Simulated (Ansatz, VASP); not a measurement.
**WC: VASP beside Ansatz**

```
CELL_PARAMETERS angstrom
0.00000 2.20721 2.20721
2.20721 0.00000 2.20721
2.20721 2.20721 0.00000
ATOMIC_POSITIONS crystal
W 0.00000 0.00000 0.00000
C 0.50000 0.50000 0.50000
```

Alike in both runs: task single point; functional PBE; k mesh 10 × 10 × 10; occupations fermi-dirac, width 0.05 eV; no spin polarisation.

|  | VASP | Ansatz |
| --- | --- | --- |
| version | VASP 6.6.1 | Ansatz 0.2.0 |
| potentials or method | VASP PAW PBE potentials, release 64 (W_sv, C) | Ansatz PAW |
| plane-wave cutoff (eV) | 520 | 420 |
| valence electrons in the cell | 18 | 18 |

```csv
,VASP,Ansatz,Ansatz less VASP
gap on the k mesh at the Fermi level (eV),none,none,-
pressure (GPa),-7.5,-8.3,-0.81
```

A gap of «none» marks a metal or a gap that the smearing closes. With one functional, cell and mesh, what is left measures potentials, basis and numerics.

Neither program's run includes spin-orbit coupling.
